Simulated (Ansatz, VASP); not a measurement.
Given: the input of a run of VASP 6.6.1 on In.

INCAR

```
SYSTEM = In
ALGO = Normal
EDIFF = 1E-6
EDIFFG = -0.01
ENCUT = 600
GGA = RE
IBRION = 2
ISIF = 3
ISMEAR = -1
IVDW = 13
LASPH = .TRUE.
LCHARG = .FALSE.
LREAL = .FALSE.
LWAVE = .FALSE.
NELM = 60
NSW = 60
PREC = Accurate
SIGMA = 0.05
```

The input KPOINTS:

```
k-points
0
G
  10 10 10
  0 0 0
```

File POSCAR:

```
In
1.0
   -1.8825252400      1.8825252400      1.8825252400
    1.8825252400     -1.8825252400      1.8825252400
    1.8825252400      1.8825252400     -1.8825252400
In
1
Direct
    0.0000000000      0.0000000000      0.0000000000
```

Potentials or basis: VASP PAW PBE potentials, release 64 (In_d).

Run with:

```console
$ cat potpaw_PBE.64/In_d/POTCAR > POTCAR
$ mpirun -np 1 vasp_std > vasp.out
```

Problem. Translate it to Ansatz 0.2.0. Potentials there: Ansatz PAW.

Solution. As run (the cutoff follows the program's own potentials):

input.yaml

```yaml
crystal:
  lattice:
    - [-1.88252524, 1.88252524, 1.88252524]
    - [1.88252524, -1.88252524, 1.88252524]
    - [1.88252524, 1.88252524, -1.88252524]
  atoms:
    - { symbol: In, position: [0.0, 0.0, 0.0] }
hamiltonian:
  xc: revpbe
  pseudopotentials: { kind: paw }
  dispersion: d4
kpoints:
  mp_grid: { grid: [10, 10, 10] }
scf:
  occupations: { method: fermi_dirac, width: 0.05 }
output:
  forces: true
  stress: true
  eigenvalues: true
relax:
  f_tol: 0.01
  max_steps: 40
  cell: { stress_tol: 0.05 }
```

Potentials or basis: Ansatz PAW.

The run is started by

```console
$ ansatz run input.yaml --threads 2 --pin off --max-ram 5632MiB --backend cpu --events-out ev --progress --plain --runs-dir out
```

Both were run:

|  | VASP | Ansatz | Ansatz less VASP |
| --- | --- | --- | --- |
| gap on the k mesh at the Fermi level, each at its own relaxed structure (eV) | none | none | - |
| relaxed volume (Å³/atom) | 26.52 | 26.51 | -0.013 |
| relaxed cell length with the largest relative difference (Å) | 3.254 | 3.253 | -0.0005 |

VASP's potentials were made for PBE, not for revPBE. A gap of «none» marks a metal or a gap that the smearing closes.

Noted on Ansatz's run: the plane-wave basis is chosen anew once the cell has moved, so the energies of steps on either side of that aren't comparable.
